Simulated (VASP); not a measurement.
# LiTi36O72 (a cell with a defect) in VASP: notebook

The runs below take LiTi36O72 (a cell with a defect) through single point, with PBE.

Program: VASP 6.6.1. These are calculated values, not measurements. Logs are shortened: lines on timing, memory, paths and dates and some standing lists are left out, and cuts for length are marked.

### 1 The cell of the first run

The cell holds a defect, 109 atoms: a = 11.396 Å, b = 11.396 Å, c = 11.091 Å, α = 110.03°, β = 110.03°, γ = 90.00°.

### 2 Single point, PBE

INCAR reads:

```
ALGO = Normal
EDIFF = 1E-6
ENCUT = 520
GGA = PE
ISIF = 2
ISMEAR = -1
LASPH = T
LCHARG = T
LELF = T
LREAL = Auto
LVHAR = T
LWAVE = F
NBANDS = 494
NELECT = 866.0
NELM = 60
PREC = Accurate
SIGMA = 0.01
```

KPOINTS reads:

```
k-points
0
Gamma
  1 1 1
```

POSCAR reads:

```
LiTi36O72
1.0
    0.0000000000    -11.3955101200      0.0000000000
   11.3955101200      0.0000000000      0.0000000000
   -3.7985033700      3.7985033700      9.7031425200
Ti O Li
36 72 1
Direct
    0.0010323111     -0.0002019469      0.0020746887
    0.2533958165      0.0821668869      0.2446346630
   -0.0037565662     -0.0020890673      0.4992455784
    0.2485615336      0.0845091147      0.7481692642
    0.0008478023      0.3325500219      0.0008369453
    0.2490963744      0.4163265361      0.2485032035
[... 101 lines left out ...]
    0.9325124445      0.9320075966      0.7961148653
    0.1481985010      0.1588877110      0.4454484711
```

Potentials or basis: VASP PAW PBE potentials, release 64 (Ti_sv, O, Li_sv).

On the command line:

```
cat potpaw_PBE.64/Ti_sv/POTCAR potpaw_PBE.64/O/POTCAR potpaw_PBE.64/Li_sv/POTCAR > POTCAR
mpirun -np 1 vasp_gam > vasp.out
```

OUTCAR:

```text
EDIFF = 1E-6
   ENCUT = 520
   GGA = PE
   ISIF = 2
   ISMEAR = -1
   LASPH = T
   LREAL = Auto
   NELECT = 866.0
   NELM = 60
   PREC = Accurate

 ion  position               nearest neighbor table
   1  0.001  1.000  0.002- 105 1.93  39 1.94  87 1.95  89 1.96 108 2.00  38 2.06
   2  0.253  0.082  0.245-  62 1.91  56 1.96  40 1.96  39 1.96  38 1.98  37 2.04
   3  0.996  0.998  0.499- 101 1.91  91 1.92  43 1.98  85 1.98  42 2.00 104 2.01
   4  0.249  0.085  0.748-  44 1.93  42 1.94  66 1.95  60 1.96  41 2.00  43 2.04
   5  0.001  0.333  0.001-  89 1.93  47 1.93  95 1.95  97 1.96  46 2.01  92 2.01
   6  0.249  0.416  0.249-  46 1.94  40 1.94  48 1.95  70 1.95  47 2.00  45 2.03
   7  0.995  0.338  0.501-  99 1.90  93 1.90  50 1.99  85 1.99  51 2.00  88 2.02 109 2.74
   8  0.249  0.417  0.748-  52 1.93  50 1.94  44 1.95  74 1.96  49 2.00  51 2.03
   9  0.001  0.667  0.000-  55 1.93 105 1.94  97 1.95 103 1.95 100 2.00  54 2.01
  10  0.249  0.750  0.248-  54 1.94  56 1.94  48 1.95  78 1.95  55 1.99  53 2.03
  11  0.000  0.668  0.500-  59 1.94 101 1.94  93 1.95 107 1.95  96 2.00  58 2.01
  12  0.249  0.749  0.749-  58 1.93  52 1.94  60 1.95  82 1.95  59 2.00  57 2.01
  13  0.334  0.997  0.994-  63 1.92  57 1.93  41 1.96  60 1.98  39 1.98  62 2.04
  14  0.583  0.085  0.251-  62 1.92  86 1.93  64 1.94  80 1.95  61 1.98  63 2.06
  15  0.337  0.998  0.499-  67 1.91  53 1.91  37 1.98  43 1.99  66 2.00  56 2.01
  16  0.583  0.085  0.750-  68 1.92  66 1.95  90 1.95  84 1.96  65 2.00  67 2.02
  17  0.334  0.333  0.999-  71 1.93  41 1.94  49 1.95  47 1.96  70 2.00  44 2.03
  18  0.582  0.418  0.250-  72 1.93  70 1.93  94 1.95  64 1.95  69 2.02  71 2.02
  19  0.340  0.338  0.501-  75 1.89  45 1.90  74 1.99  37 1.99  51 2.01  40 2.03 109 2.74
  20  0.585  0.418  0.752-  76 1.94  68 1.94  98 1.95  74 1.95  73 1.98  75 2.03
  21  0.334  0.665  0.999-  79 1.93  49 1.94  57 1.95  55 1.96  78 2.00  52 2.02
  22  0.582  0.750  0.249-  78 1.93  80 1.94 102 1.95  72 1.95  77 2.01  79 2.01
  23  0.334  0.668  0.500-  83 1.94  53 1.94  45 1.95  59 1.95  48 2.00  82 2.01
  24  0.582  0.749  0.749-  82 1.94  76 1.94  84 1.95 106 1.95  83 2.00  81 2.02
  25  0.663  0.998  0.996-  81 1.93  63 1.93  65 1.95  87 1.97  84 1.97  86 2.03
[... 61 lines left out ...]
  87  0.847  0.014  0.043-   1 1.95  26 1.96  25 1.97
  88  0.929  0.265  0.293-  30 1.94  26 1.96   7 2.02
  89  0.985  0.153  0.958-   5 1.93   1 1.96  28 2.01
  90  0.736  0.067  0.707-  28 1.94  16 1.95  27 2.02
  91  0.847  0.017  0.543-   3 1.92  27 1.93  28 2.03
[... 15 lines left out ...]
 107  0.848  0.683  0.543-  35 1.94  11 1.95  36 2.01
 108  0.933  0.932  0.796-  36 1.94  28 1.95   1 2.00
 109  0.148  0.159  0.445-  37 1.88  85 1.88  51 1.93  43 2.09  38 2.24   7 2.74  19 2.74

  LATTYP: Found a base centered monoclinic cell.
 ALAT       =    16.1156849619
 B/A-ratio  =     1.0000000000
 C/A-ratio  =     0.6882057812
 COS(beta)  =    -0.4843512539

  Lattice vectors:

 A1 = (   0.0000000000, -11.3955101200,   0.0000000000)
 A2 = (  11.3955101200,   0.0000000000,   0.0000000000)
 A3 = (  -3.7985033700,   3.7985033700,   9.7031425200)

Analysis of symmetry for initial positions (statically):
=====================================================================
 Subroutine PRICEL returns:
 Original cell was already a primitive cell.

 Routine SETGRP: Setting up the symmetry group for a
 base centered monoclinic supercell.

 Subroutine GETGRP returns: Found  1 space group operations
 (whereof  1 operations were pure point group operations)
 out of a pool of  4 trial point group operations.

The static configuration has the point symmetry C_1 .

Analysis of symmetry for dynamics (positions and initial velocities):
=====================================================================
 Subroutine PRICEL returns:
 Original cell was already a primitive cell.

 Routine SETGRP: Setting up the symmetry group for a
 base centered monoclinic supercell.

 Subroutine GETGRP returns: Found  1 space group operations
 (whereof  1 operations were pure point group operations)
 out of a pool of  4 trial point group operations.

The dynamic configuration has the point symmetry C_1 .

 Subroutine INISYM returns: Found  1 space group operations
 (whereof  1 operations are pure point group operations),
 and found     1 'primitive' translations

----------------------------------------------------------------------------------------

                                     Primitive cell

  volume of cell :    1260.0273

  direct lattice vectors                    reciprocal lattice vectors
     0.000000000-11.395510120  0.000000000     0.000000000 -0.087753860  0.034353132
    11.395510120  0.000000000  0.000000000     0.087753860  0.000000000  0.034353132
    -3.798503370  3.798503370  9.703142520     0.000000000  0.000000000  0.103059395

  length of vectors
    11.395510120 11.395510120 11.090907558     0.094238408  0.094238408  0.103059395

  position of ions in fractional coordinates (direct lattice)
     0.001032311  0.999798053  0.002074689
     0.253395817  0.082166887  0.244634663
     0.996243434  0.997910933  0.499245578
     0.248561534  0.084509115  0.748169264
     0.000847802  0.332550022  0.000836945
     0.249096374  0.416326536  0.248503204
[... 101 lines left out ...]
     0.932512444  0.932007597  0.796114865
     0.148198501  0.158887711  0.445448471

  ion indices of the primitive-cell ions
   primitive index   ion index
                 1           1
                 2           2
                 3           3
                 4           4
                 5           5
                 6           6
[... 101 lines left out ...]
               108         108
               109         109

----------------------------------------------------------------------------------------

 KPOINTS: k-points

Automatic generation of k-mesh.
 Grid dimensions read from file:
 generate k-points for:    1    1    1

 Generating k-lattice:

  Cartesian coordinates                     Fractional coordinates (reciprocal lattice)
     0.000000000 -0.087753860  0.034353132     1.000000000  0.000000000  0.000000000
     0.087753860  0.000000000  0.034353132     0.000000000  1.000000000  0.000000000
     0.000000000  0.000000000  0.103059395     0.000000000  0.000000000  1.000000000

  Length of vectors
   k-points           NKPTS =      1   k-points in BZ     NKDIM =      1   number of bands    NBANDS=    494
   number of dos      NEDOS =    301   number of ions     NIONS =    109
   total plane-waves  NPLWV = 680400
   dimension x,y,z NGX =    90 NGY =   90 NGZ =   84
   dimension x,y,z NGXF=   180 NGYF=  180 NGZF=  168
   ions per type =              36  72   1
   NGX,Y,Z   is equivalent  to a cutoff of  13.13, 13.13, 12.59 a.u.
   NGXF,Y,Z  is equivalent  to a cutoff of  26.26, 26.26, 25.18 a.u.
 SYSTEM =  unknown system
   PREC   = accura    normal or accurate (medium, high low for compatibility)
   ISTART =      0    job   : 0-new  1-cont  2-samecut
   ICHARG =      2    charge: 1-file 2-atom 10-const
   ISPIN  =      1    spin polarized calculation?
   LNONCOLLINEAR =      F non collinear calculations
   LSORBIT =      F    spin-orbit coupling
   LASPH  =      T    aspherical Exc in radial PAW
   ENCUT  =  520.0 eV  38.22 Ry    6.18 a.u.  21.19 21.19 20.62*2*pi/ulx,y,z
   NELM   =     60;   NELMIN=  2; NELMDL= -5     # of ELM steps
   EDIFF  = 0.1E-05   stopping-criterion for ELM
   LREAL  =      T    real-space projection
   EDIFFG = 0.1E-04   stopping-criterion for IOM
   NSW    =      0    number of steps for IOM
   IBRION =     -1    ionic relax: 0-MD 1-quasi-New 2-CG
   NFREE  =      0    steps in history (QN), initial steepest desc. (CG)
   ISIF   =      2    stress and relaxation
   ISYM   =      2    0-nonsym 1-usesym 2-fastsym
   POTIM  = 0.5000    time-step for ionic-motion
   TEBEG  =    0.0;   TEEND  =   0.0 temperature during run
   PSTRESS=    0.0 pullay stress
   NELECT =     866.0000    total number of electrons
   NUPDOWN=      -1.0000    fix difference up-down
   EMIN   =  10.00;   EMAX   =-10.00  energy-range for DOS
   EFERMI =   0.00;   METHOD = LEGACY
   ISMEAR =    -1;   SIGMA  =   0.01  broadening in eV -4-tet -1-fermi 0-gaus
   EFERMI_NEDOS =   21; number of points for ismear=-14 and -15
   IALGO  =     38    algorithm
   IMIX   =      4    mixing-type and parameters
     AMIX     =   0.40;   BMIX     =  1.00
     AMIX_MAG =   1.60;   BMIX_MAG =  1.00
  volume/ion in A,a.u.               =      11.56        78.01
  Fermi-wavevector in a.u.,A,eV,Ry     =   1.444733  2.730149 28.398792  2.087252
  Thomas-Fermi vector in A             =   2.562994
   LORBIT       =      0    0 simple, 1 ext, 2 COOP (PROOUT), +10 PAW based schemes
   GGA     = PE    functional components
   LHFCALC =     F    Hartree Fock is set to
   AEXX    =    0.0000 exact exchange contribution
   IVDW    =     0    specifies the selected vdW correction
   LEPSILON=     F    determine dielectric tensor
   LRPA    =     F    only Hartree local field effects (RPA)
 non-spin polarized calculation
  energy-cutoff  :      520.00
  volume of cell :     1260.03
 maximum number of plane-waves:     16944
 NGX is ok and might be reduce to    90
   NGX = 43   NGY = 43   NGZ = 41

 number of electron     865.9999896 magnetization

 Free energy of the ion-electron system (eV)
  ---------------------------------------------------
  ext. energy  EPLUGINS =         0.00000000
  ---------------------------------------------------
  free energy    TOTEN  =      -978.97091644 eV

  energy without entropy =     -978.97091644  energy(sigma->0) =     -978.97091644

 E-fermi :   3.4257     XC(G=0): -10.6087

 val. band max:        3.1233001886   @ k =   0.0000   0.0000   0.0000
 cond. band min:       5.3197382937   @ k =   0.0000   0.0000   0.0000
 fundamental gap:      2.1964381051
 Fermi energy:         3.4256614016

 k-point     1 :       0.0000    0.0000    0.0000
  band No.  band energies     occupation
      1     -53.2819      2.00000
      2     -53.2663      2.00000
      3     -53.2627      2.00000
      4     -53.2611      2.00000
      5     -53.2586      2.00000
      6     -53.2573      2.00000
[... 437 lines left out ...]
    444       6.2152      0.00000
    445       6.2159      0.00000
 [bands above 445 left out]

------------------------ aborting loop because EDIFF is reached ----------------------------------------

  FORCE on cell =-STRESS in cart. coord.  units (eV):
  Direction    XX          YY          ZZ          XY          YZ          ZX
  --------------------------------------------------------------------------------------
  -------------------------------------------------------------------------------------
  Total       -7.1860074     -2.6982530     -2.2825368     -0.1729492      0.4106815     -0.4451676
  in kB       -9.1373085     -3.4309413     -2.9023408     -0.2199121      0.5221987     -0.5660492
  external PRESSURE =      -5.1568635 kB  Pullay stress =       0.0000000 kB

 VOLUME and BASIS-vectors are now :
 -----------------------------------------------------------------------------
  energy-cutoff  :      520.00
  volume of cell :     1260.03
      direct lattice vectors                 reciprocal lattice vectors
     0.000000000-11.395510120  0.000000000     0.000000000 -0.087753860  0.034353132
    11.395510120  0.000000000  0.000000000     0.087753860  0.000000000  0.034353132
    -3.798503370  3.798503370  9.703142520     0.000000000  0.000000000  0.103059395

 POSITION                                       TOTAL-FORCE (eV/Angst)
 -----------------------------------------------------------------------------------
     11.38533     -0.00388      0.02013         0.007439      0.001671      0.012472
      0.00709     -1.95833      2.37373         0.027033      0.017859      0.039414
      9.47532     -9.45632      4.84425         0.011811      0.011034      0.012371
     -1.87890      0.00944      7.25959        -0.012407     -0.003605     -0.016182
      3.78640     -0.00648      0.00812         0.009998      0.003222     -0.006566
      3.80031     -1.89464      2.41126         0.015048     -0.008965      0.004698
[... 101 lines left out ...]
      7.59666     -7.60241      7.72482         0.001001      0.003888     -0.020333
      0.11857      0.00324      4.32225        -0.328596      0.001751      0.261664
 -----------------------------------------------------------------------------------
    total drift:                                0.118506     -0.015015     -0.009330

  FREE ENERGIE OF THE ION-ELECTRON SYSTEM (eV)
  ---------------------------------------------------
  free  energy   TOTEN  =      -978.9709164405 eV

  energy  without entropy=     -978.9709164405  energy(sigma->0) =     -978.97091644
```

Run time: 39 min. Hardware: 1 thread of AMD EPYC 7R13 (Zen 3), shared host; peak memory 1.3 GiB.

Results:

```
Free energy   : -978.9709 eV
Largest force : 0.420 eV/Å
```

Forces on the atoms (eV/Å):
```
Ti   0.007  0.002  0.012
Ti   0.027  0.018  0.039
Ti   0.012  0.011  0.012
Ti  -0.012 -0.004 -0.016
Ti   0.010  0.003 -0.007
Ti   0.015 -0.009  0.005
Ti  -0.019 -0.024 -0.032
Ti  -0.001 -0.001 -0.012
Ti   0.009  0.002 -0.003
Ti   0.012 -0.004 -0.015
Ti  -0.014 -0.009  0.013
Ti   0.012 -0.005 -0.013
Ti   0.013  0.036  0.043
Ti   0.005  0.001 -0.011
Ti   0.005  0.001  0.012
Ti  -0.006  0.002  0.012
Ti  -0.001  0.009 -0.021
Ti  -0.002  0.005 -0.005
Ti  -0.024  0.040 -0.036
Ti  -0.003  0.009 -0.014
Ti   0.011  0.005 -0.010
Ti  -0.002 -0.012 -0.008
Ti  -0.022  0.001  0.019
Ti   0.014 -0.011 -0.004
Ti   0.016 -0.027  0.037
Ti   0.026 -0.036  0.041
Ti   0.025  0.003  0.013
Ti  -0.010 -0.011  0.016
Ti   0.014  0.004 -0.021
Ti   0.016 -0.002  0.001
Ti  -0.001  0.001  0.013
Ti   0.001 -0.017 -0.041
Ti   0.003 -0.005 -0.006
Ti   0.011  0.003 -0.021
Ti   0.007  0.011  0.003
Ti   0.007 -0.001  0.008
O    0.009 -0.070  0.017
O    0.005  0.002  0.047
O    0.009 -0.001 -0.034
O    0.015 -0.039 -0.023
O    0.000  0.004  0.018
O   -0.016  0.005  0.011
O    0.089 -0.002 -0.041
O    0.021 -0.001 -0.012
O    0.006  0.025  0.007
O   -0.002  0.002  0.017
O    0.006 -0.012 -0.025
O    0.003 -0.002 -0.023
O    0.003 -0.001  0.017
O    0.004 -0.006  0.014
O   -0.050 -0.002 -0.022
O   -0.003  0.000 -0.019
O   -0.020  0.009  0.019
O    0.000  0.001  0.012
O    0.000 -0.011 -0.027
O    0.010  0.010 -0.023
O   -0.004  0.000  0.019
O    0.002  0.004  0.015
O    0.007 -0.003 -0.019
O   -0.003  0.001 -0.036
O   -0.001  0.001  0.027
O   -0.014 -0.002  0.000
O    0.011 -0.011 -0.013
O    0.006  0.002 -0.024
O   -0.011 -0.006  0.016
O   -0.015  0.002  0.012
O   -0.007 -0.026 -0.020
O    0.015  0.010 -0.019
O   -0.003  0.000  0.013
O    0.015  0.006  0.015
O   -0.007 -0.002 -0.022
O    0.010  0.000 -0.024
O    0.000  0.005  0.019
O    0.004  0.013  0.013
O    0.017 -0.007 -0.021
O   -0.003 -0.003 -0.017
O   -0.014  0.000  0.018
O    0.009  0.006  0.016
O   -0.002 -0.003 -0.023
O    0.014  0.000 -0.019
O   -0.001 -0.001  0.017
O    0.000  0.004  0.018
O   -0.005  0.001 -0.028
O    0.003 -0.005 -0.028
O    0.008  0.069  0.016
O   -0.018  0.007  0.002
O    0.009  0.002 -0.034
O    0.015  0.038 -0.023
O   -0.004  0.000  0.016
O    0.005  0.005  0.011
O   -0.006  0.020 -0.019
O    0.010 -0.008 -0.026
O    0.012 -0.021  0.010
O    0.017  0.003  0.020
O    0.007  0.001 -0.025
O    0.004  0.003 -0.021
O    0.000 -0.003  0.025
O   -0.007  0.011  0.004
O    0.017  0.000 -0.014
O    0.002  0.004 -0.022
O   -0.023 -0.008  0.018
O    0.009  0.003  0.020
O   -0.003  0.002 -0.026
O    0.014 -0.011 -0.023
O   -0.007  0.000  0.019
O   -0.001  0.003  0.013
O   -0.006 -0.009 -0.023
O    0.001  0.004 -0.020
Li  -0.329  0.002  0.262
```

Levels at points of the mesh, in eV from the Fermi level:
```csv
k point,band 429,band 430,band 431,band 432,band 433,band 434,band 435,band 436,band 437,band 438
"(0.00, 0.00, 0.00)",-0.38,-0.36,-0.35,-0.32,-0.30,1.89,2.20,2.21,2.54,2.71
```

Caveat: the k points lie up to 0.65 Å⁻¹ apart; the cell carries a net charge on a neutralising background, which shifts energy and pressure; the cell is charged against a uniform background, so pressure and absolute levels hang on convention; the cutoff is under 1.25 times the usual one of these potentials, so pressure, stress and relaxed cells hold a basis-set (Pulay) error.

(Part 1 of 2 ends here.)
